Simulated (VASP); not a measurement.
# HgTe (Pm-3m) in VASP: a series of runs

Aim: see how the results for HgTe move with the level of theory and the settings. Levels: r2SCAN, PBE-based global hybrid, PBE-based screened hybrid. Tasks: single point.

All numbers are computed with VASP 6.6.1; they aren't measurements. Logs are shortened: lines on timing, memory, paths and dates and some standing lists are left out, and cuts for length are marked.

## Step 1: The cell of the first run

The structure is cubic, space group Pm-3m (No. 221). The conventional cell has a = 3.790 Å, b = 3.790 Å, c = 3.790 Å, α = 90.00°, β = 90.00°, γ = 90.00°. Within 4.3 Å of Hg (site symmetry m-3m) lie 8 Te at 3.28 Å and 6 Hg at 3.79 Å. Within 4.3 Å of Te (site symmetry m-3m) lie 8 Hg at 3.28 Å and 6 Te at 3.79 Å.

## Step 2: Single point, r2SCAN

File POSCAR:

```
HgTe
1.0
    3.7903382814      0.0000000000      0.0000000000
    0.0000000000      3.7903382814      0.0000000000
    0.0000000000      0.0000000000      3.7903382814
Hg Te
1 1
Direct
    0.0000000000      0.0000000000      0.0000000000
    0.5000000000      0.5000000000      0.5000000000
```

File INCAR.step1:

```
PREC = Accurate ; ENCUT = 520
ISMEAR = -1 ; SIGMA = 0.02
LREAL = F ; LASPH = T
NELM = 60 ; NBANDS = 16
GGA = PE ; ALGO = Normal
EDIFF = 1E-4 ; LWAVE = T
LCHARG = F
```

File INCAR.step2:

```
PREC = Accurate ; ENCUT = 520
EDIFF = 1E-6 ; ISMEAR = -1
SIGMA = 0.02 ; LREAL = F
LASPH = T ; NELM = 60
ALGO = Normal ; ISIF = 2
LWAVE = F ; LCHARG = F
METAGGA = R2SCAN ; LMIXTAU = T
NBANDS = 16 ; ISTART = 1
```

File KPOINTS:

```
Automatic mesh
0
Gamma
  4 4 4
```

Potentials or basis: VASP PAW PBE potentials, release 64 (Hg, Te).

Started as:

```
cat potpaw_PBE.64/Hg/POTCAR potpaw_PBE.64/Te/POTCAR > POTCAR
cp INCAR.step1 INCAR
mpirun -np 1 vasp_std > vasp.out
cp INCAR.step2 INCAR
mpirun -np 1 vasp_std > vasp.out
```

OUTCAR:

```text
PREC = Accurate
   ENCUT = 520
   EDIFF = 1E-6
   ISMEAR = -1
   LREAL = F
   LASPH = T
   NELM = 60
   ISIF = 2
   METAGGA = R2SCAN
   ISTART = 1

 ion  position               nearest neighbor table
   1  0.000  0.000  0.000-   2 3.28   2 3.28   2 3.28   2 3.28   2 3.28   2 3.28   2 3.28   2 3.28

   2  0.500  0.500  0.500-   1 3.28   1 3.28   1 3.28   1 3.28   1 3.28   1 3.28   1 3.28   1 3.28

  LATTYP: Found a simple cubic cell.
 ALAT       =     3.7903382814

  Lattice vectors:

 A1 = (   3.7903382814,   0.0000000000,   0.0000000000)
 A2 = (   0.0000000000,   3.7903382814,   0.0000000000)
 A3 = (   0.0000000000,   0.0000000000,   3.7903382814)

Analysis of symmetry for initial positions (statically):
=====================================================================
 Subroutine PRICEL returns:
 Original cell was already a primitive cell.

 Routine SETGRP: Setting up the symmetry group for a
 simple cubic supercell.

 Subroutine GETGRP returns: Found 48 space group operations
[... 9 lines left out ...]

 Routine SETGRP: Setting up the symmetry group for a
 simple cubic supercell.

 Subroutine GETGRP returns: Found 48 space group operations
[... 11 lines left out ...]
                                     Primitive cell

  volume of cell :      54.4545

  direct lattice vectors                    reciprocal lattice vectors
     3.790338281  0.000000000  0.000000000     0.263828694  0.000000000  0.000000000
     0.000000000  3.790338281  0.000000000     0.000000000  0.263828694  0.000000000
     0.000000000  0.000000000  3.790338281     0.000000000  0.000000000  0.263828694

  length of vectors
     3.790338281  3.790338281  3.790338281     0.263828694  0.263828694  0.263828694

  position of ions in fractional coordinates (direct lattice)
     0.000000000  0.000000000  0.000000000
     0.500000000  0.500000000  0.500000000

  ion indices of the primitive-cell ions
   primitive index   ion index
                 1           1
                 2           2

----------------------------------------------------------------------------------------

 KPOINTS: Automatic mesh

Automatic generation of k-mesh.
 Grid dimensions read from file:
 generate k-points for:    4    4    4

 Generating k-lattice:

  Cartesian coordinates                     Fractional coordinates (reciprocal lattice)
     0.065957174  0.000000000  0.000000000     0.250000000  0.000000000  0.000000000
     0.000000000  0.065957174  0.000000000     0.000000000  0.250000000  0.000000000
     0.000000000  0.000000000  0.065957174     0.000000000  0.000000000  0.250000000

  Length of vectors
     0.065957174  0.065957174  0.065957174

  Shift w.r.t. Gamma in fractional coordinates (k-lattice)
     0.000000000  0.000000000  0.000000000

 Subroutine IBZKPT returns following result:
 ===========================================

 Found     10 irreducible k-points:

 Following reciprocal coordinates:
            Coordinates               Weight
  0.000000  0.000000  0.000000      1.000000
  0.250000  0.000000  0.000000      6.000000
  0.500000  0.000000  0.000000      3.000000
  0.250000  0.250000  0.000000     12.000000
  0.500000  0.250000  0.000000     12.000000
  0.500000  0.500000  0.000000      3.000000
  0.250000  0.250000  0.250000      8.000000
  0.500000  0.250000  0.250000     12.000000
  0.500000  0.500000  0.250000      6.000000
  0.500000  0.500000  0.500000      1.000000
   k-points           NKPTS =     10   k-points in BZ     NKDIM =     10   number of bands    NBANDS=     16
   number of dos      NEDOS =    301   number of ions     NIONS =      2
   total plane-waves  NPLWV =  21952
   dimension x,y,z NGX =    28 NGY =   28 NGZ =   28
   dimension x,y,z NGXF=    56 NGYF=   56 NGZF=   56
   ions per type =               1   1
   NGX,Y,Z   is equivalent  to a cutoff of  12.28, 12.28, 12.28 a.u.
   NGXF,Y,Z  is equivalent  to a cutoff of  24.56, 24.56, 24.56 a.u.
 SYSTEM =  unknown system
   PREC   = accura    normal or accurate (medium, high low for compatibility)
   ISTART =      1    job   : 0-new  1-cont  2-samecut
   ICHARG =      0    charge: 1-file 2-atom 10-const
   ISPIN  =      1    spin polarized calculation?
   LNONCOLLINEAR =      F non collinear calculations
   LSORBIT =      F    spin-orbit coupling
   LASPH  =      T    aspherical Exc in radial PAW
   ENCUT  =  520.0 eV  38.22 Ry    6.18 a.u.   7.05  7.05  7.05*2*pi/ulx,y,z
   NELM   =     60;   NELMIN=  2; NELMDL=  0     # of ELM steps
   EDIFF  = 0.1E-05   stopping-criterion for ELM
   LREAL  =      F    real-space projection
   EDIFFG = 0.1E-04   stopping-criterion for IOM
   NSW    =      0    number of steps for IOM
   IBRION =     -1    ionic relax: 0-MD 1-quasi-New 2-CG
   NFREE  =      0    steps in history (QN), initial steepest desc. (CG)
   ISIF   =      2    stress and relaxation
   ISYM   =      2    0-nonsym 1-usesym 2-fastsym
   POTIM  = 0.5000    time-step for ionic-motion
   TEBEG  =    0.0;   TEEND  =   0.0 temperature during run
   PSTRESS=    0.0 pullay stress
   NELECT =      18.0000    total number of electrons
   NUPDOWN=      -1.0000    fix difference up-down
   EMIN   =  10.00;   EMAX   =-10.00  energy-range for DOS
   EFERMI =   0.00;   METHOD = LEGACY
   ISMEAR =    -1;   SIGMA  =   0.02  broadening in eV -4-tet -1-fermi 0-gaus
   EFERMI_NEDOS =   21; number of points for ismear=-14 and -15
   IALGO  =     38    algorithm
   IMIX   =      4    mixing-type and parameters
     AMIX     =   0.40;   BMIX     =  1.00
     AMIX_MAG =   1.60;   BMIX_MAG =  1.00
  volume/ion in A,a.u.               =      27.23       183.74
  Fermi-wavevector in a.u.,A,eV,Ry     =   1.131934  2.139045 17.432793  1.281274
  Thomas-Fermi vector in A             =   2.268634
   LORBIT       =      0    0 simple, 1 ext, 2 COOP (PROOUT), +10 PAW based schemes
   METAGGA = R2SCAN    functional components
   LHFCALC =     F    Hartree Fock is set to
   AEXX    =    0.0000 exact exchange contribution
   IVDW    =     0    specifies the selected vdW correction
   LEPSILON=     F    determine dielectric tensor
   LRPA    =     F    only Hartree local field effects (RPA)
 non-spin polarized calculation
  energy-cutoff  :      520.00
  volume of cell :       54.45
 maximum number of plane-waves:      1492
   NGX = 15   NGY = 15   NGZ = 15

 number of electron      18.0000002 magnetization

 Free energy of the ion-electron system (eV)
  ---------------------------------------------------
  ext. energy  EPLUGINS =         0.00000000
  ---------------------------------------------------
  free energy    TOTEN  =       -74.17379239 eV

  energy without entropy =      -74.16951208  energy(sigma->0) =      -74.17165224

 E-fermi :   4.6423     XC(G=0): -10.7306

 val. band max:        4.6126578447   @ k =   0.5000   0.2500   0.0000
 cond. band min:       4.7219177816   @ k =   0.2500   0.2500   0.0000
 fundamental gap:      0.1092599369
 Fermi energy:         4.6423171291

 k-point     1 :       0.0000    0.0000    0.0000
  band No.  band energies     occupation
      1      -8.1113      2.00000
      2      -2.0858      2.00000
      3      -2.0858      2.00000
      4      -1.6207      2.00000
      5      -1.6207      2.00000
      6      -1.6207      2.00000
[... 8 lines left out ...]
     15      14.9843      0.00000
     16      18.3764      0.00000

 k-point     2 :       0.2500    0.0000    0.0000
  band No.  band energies     occupation
      1      -7.6594      2.00000
      2      -2.0558      2.00000
      3      -2.0540      2.00000
      4      -1.7903      2.00000
      5      -1.7903      2.00000
      6      -1.6115      2.00000
[... 8 lines left out ...]
     15      14.3068      0.00000
     16      16.7052      0.00000

 k-point     3 :       0.5000    0.0000    0.0000
  band No.  band energies     occupation
      1      -7.0396      2.00000
      2      -2.5952      2.00000
      3      -2.0255      2.00000
      4      -1.9417      2.00000
      5      -1.9417      2.00000
      6      -1.6023      2.00000
[... 8 lines left out ...]
     15      15.4539      0.00000
     16      18.1915      0.00000

 k-point     4 :       0.2500    0.2500    0.0000
  band No.  band energies     occupation
      1      -7.2827      2.00000
      2      -2.1123      2.00000
      3      -1.8447      2.00000
      4      -1.8432      2.00000
      5      -1.7814      2.00000
      6      -1.7014      2.00000
[... 8 lines left out ...]
     15      14.9314      0.00000
     16      15.9177      0.00000

 k-point     5 :       0.5000    0.2500    0.0000
  band No.  band energies     occupation
      1      -6.8072      2.00000
      2      -2.1382      2.00000
      3      -1.8627      2.00000
      4      -1.8164      2.00000
      5      -1.7785      2.00000
      6      -1.6934      2.00000
[... 8 lines left out ...]
     15      16.1575      0.00000
     16      17.3800      0.00000

 k-point     6 :       0.5000    0.5000    0.0000
  band No.  band energies     occupation
      1      -6.5475      2.00000
      2      -1.9374      2.00000
      3      -1.7812      2.00000
      4      -1.7812      2.00000
      5      -1.3910      2.00000
      6      -1.3192      2.00000
[... 8 lines left out ...]
     15      15.1092      0.00000
     16      15.1092      0.00000

 k-point     7 :       0.2500    0.2500    0.2500
  band No.  band energies     occupation
      1      -6.9364      2.00000
      2      -2.0148      2.00000
      3      -2.0148      2.00000
      4      -1.7495      2.00000
      5      -1.7495      2.00000
      6      -1.6685      2.00000
[... 8 lines left out ...]
     15      14.6201      0.00000
     16      16.5302      0.00000

 k-point     8 :       0.5000    0.2500    0.2500
  band No.  band energies     occupation
      1      -6.5075      2.00000
      2      -2.2014      2.00000
      3      -2.0835      2.00000
      4      -1.7384      2.00000
      5      -1.6095      2.00000
      6      -1.5530      2.00000
[... 8 lines left out ...]
     15      15.9387      0.00000
     16      17.2608      0.00000

 k-point     9 :       0.5000    0.5000    0.2500
  band No.  band energies     occupation
      1      -6.1484      2.00000
      2      -2.2052      2.00000
      3      -2.2052      2.00000
      4      -1.7952      2.00000
      5      -1.6558      2.00000
      6      -1.3856      2.00000
[... 8 lines left out ...]
     15      19.1931      0.00000
     16      19.1931      0.00000

 k-point    10 :       0.5000    0.5000    0.5000
  band No.  band energies     occupation
      1      -5.5958      2.00000
      2      -2.4889      2.00000
      3      -2.4889      2.00000
      4      -2.4889      2.00000
      5      -1.3801      2.00000
      6      -1.3801      2.00000
[... 8 lines left out ...]
     15      21.8635      0.00000
     16      22.1802      0.00000

------------------------ aborting loop because EDIFF is reached ----------------------------------------

  FORCE on cell =-STRESS in cart. coord.  units (eV):
  Direction    XX          YY          ZZ          XY          YZ          ZX
  --------------------------------------------------------------------------------------
  -------------------------------------------------------------------------------------
  Total        0.0679021      0.0679021      0.0679021      0.0000000      0.0000000     -0.0000000
  in kB        1.9978368      1.9978368      1.9978368      0.0000000      0.0000000     -0.0000000
  external PRESSURE =       1.9978368 kB  Pullay stress =       0.0000000 kB

 VOLUME and BASIS-vectors are now :
 -----------------------------------------------------------------------------
  energy-cutoff  :      520.00
  volume of cell :       54.45
      direct lattice vectors                 reciprocal lattice vectors
     3.790338281  0.000000000  0.000000000     0.263828694  0.000000000  0.000000000
     0.000000000  3.790338281  0.000000000     0.000000000  0.263828694  0.000000000
     0.000000000  0.000000000  3.790338281     0.000000000  0.000000000  0.263828694

 POSITION                                       TOTAL-FORCE (eV/Angst)
 -----------------------------------------------------------------------------------
      0.00000      0.00000      0.00000         0.000000      0.000000      0.000000
      1.89517      1.89517      1.89517         0.000000      0.000000      0.000000
 -----------------------------------------------------------------------------------
    total drift:                               -0.000000      0.000000     -0.000000

  FREE ENERGIE OF THE ION-ELECTRON SYSTEM (eV)
  ---------------------------------------------------
  free  energy   TOTEN  =       -74.1737923927 eV

  energy  without entropy=      -74.1695120794  energy(sigma->0) =      -74.17165224
```

It took 17 s on 1 thread of Intel Xeon 6975P-C (Granite Rapids), shared host; peak memory 0.16 GiB.

Results:

| Quantity | Value |
| --- | --- |
| Free energy | -74.1738 eV |
| Pressure | 0.2 GPa |
| Band gap on the k mesh | zero (band 9 reaches 5.20 eV, above the bottom of band 10 at 3.63 eV) |

Caveat: the k points lie up to 0.41 Å⁻¹ apart; the PAW data sets were made with another functional, which shifts forces and pressure a little; spin-orbit coupling is left out, which moves the levels of the heavy elements.

## Step 3: Single point, r2SCAN, collinear spin, zero start

POSCAR is that of step 2.

File INCAR.step1:

```
SYSTEM = HgTe
ALGO = Normal
EDIFF = 1E-4
ENCUT = 520
GGA = PE
ISMEAR = -1
ISPIN = 2
LASPH = .TRUE.
LCHARG = .FALSE.
LREAL = .FALSE.
LWAVE = .TRUE.
MAGMOM = 0 0
NBANDS = 20
NELM = 150
PREC = Accurate
SIGMA = 0.02
```

File INCAR.step2:

```
SYSTEM = HgTe
ALGO = Normal
EDIFF = 1E-7
ENCUT = 520
ISIF = 2
ISMEAR = -1
ISPIN = 2
ISTART = 1
LASPH = .TRUE.
LCHARG = .TRUE.
LELF = .TRUE.
LMIXTAU = .TRUE.
LORBIT = 11
LREAL = .FALSE.
LVHAR = .TRUE.
LWAVE = .FALSE.
MAGMOM = 0 0
METAGGA = R2SCAN
NBANDS = 20
NELM = 150
PREC = Accurate
SIGMA = 0.02
```

File KPOINTS:

```
k-points
0
G
  4 4 4
  0 0 0
```

Potentials or basis: VASP PAW PBE potentials, release 64 (Hg, Te).

Started as:

```
cat potpaw_PBE.64/Hg/POTCAR potpaw_PBE.64/Te/POTCAR > POTCAR
cp INCAR.step1 INCAR
mpirun -np 1 vasp_std > vasp.out
cp INCAR.step2 INCAR
mpirun -np 1 vasp_std > vasp.out
```

Run time: 31 s. Hardware: 1 thread of Intel Xeon 6975P-C (Granite Rapids), shared host; peak memory 0.19 GiB.

Results (log left out):

```
Free energy                                           : -74.1738 eV
Pressure                                              : 0.2 GPa
Band gap on the k mesh                                : zero (filled and empty bands overlap)
Net moment                                            : 0.00 μB per cell
Valence electrons inside the program's atomic spheres : Hg 10.46; Te 3.25
```

Levels at points of the mesh, in eV from the Fermi level:
Spin up:
```tsv
k point	band 6	band 7	band 8	band 9	band 10	band 11	band 12	band 13
(0.00, 0.00, 0.00)	-6.26	-1.94	-1.01	-1.01	-1.01	6.10	6.10	10.34
(0.50, 0.00, 0.00)	-6.24	-5.49	0.56	0.56	2.64	3.63	6.06	6.06
(0.50, 0.50, 0.00)	-5.96	-4.22	-4.22	-2.72	0.52	7.30	7.30	8.24
(0.50, 0.50, 0.50)	-6.02	-1.64	-1.64	-1.64	-0.95	1.62	1.62	1.62
```
Spin down:
```csv
k point,band 5,band 6,band 7,band 8,band 9,band 10,band 11,band 12,band 13,band 14
"(0.00, 0.00, 0.00)",-6.26,-6.26,-1.94,-1.01,-1.01,-1.01,6.10,6.10,10.34,10.34
"(0.50, 0.00, 0.00)",-6.58,-6.24,-5.49,0.56,0.56,2.64,3.63,6.06,6.06,6.41
"(0.50, 0.50, 0.00)",-6.03,-5.96,-4.22,-4.22,-2.72,0.52,7.30,7.30,8.24,8.84
"(0.50, 0.50, 0.50)",-6.02,-6.02,-1.64,-1.64,-1.64,-0.95,1.62,1.62,1.62,17.22
```

Caveat: the k points lie up to 0.41 Å⁻¹ apart; the PAW data sets were made with another functional, which shifts forces and pressure a little; spin-orbit coupling is left out, which moves the levels of the heavy elements.

[end of part 1 of 3]
